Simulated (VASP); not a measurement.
The system is Rh.

```
Rh
1.0
     2.47000    0.00000    0.00000
     0.00000    2.47000    0.00000
     0.00000    0.00000    2.47000
Rh
1
Direct
  0.00000 0.00000 0.00000
```

| Item | Value |
| --- | --- |
| Program | VASP 6.6.1 |
| Task | relaxation of cell and atoms |
| Functional | PBEsol |
| Potentials or basis | VASP PAW PBE potentials, release 64 (Rh_pv) |
| Cutoff | 600 eV |
| k mesh | 17 × 17 × 17 |
| Occupations | gaussian, width 0.05 eV |
| Spin | no spin polarisation |

At the start: pressure 8.0 GPa; volume 15.07 Å³/atom.

Q: How do energy, volume and symmetry change on relaxing?

A: Over 3 steps the energy falls by 12.8 meV/atom and the volume is 15.61 Å³/atom (+3.6 %); space group Pm-3m (No. 221, to 0.05 Å).

The path:
| step | energy change (eV) | largest force (eV/Å) | pressure (GPa) | volume (Å³) |
| --- | --- | --- | --- | --- |
| 1 | 0.0000 | 0.0000 | 8.05 | 15.07 |
| 2 | 0.0395 | 0.0000 | -13.26 | 16.78 |
| 3 | -0.0128 | 0.0000 | -0.19 | 15.61 |

Final structure:
```
CELL_PARAMETERS angstrom
2.49936 0.00000 0.00000
0.00000 2.49936 0.00000
0.00000 0.00000 2.49936
ATOMIC_POSITIONS crystal
Rh 0.00000 0.00000 0.00000
```

Caveat: the PAW data sets were made with another functional, which shifts forces and pressure a little.
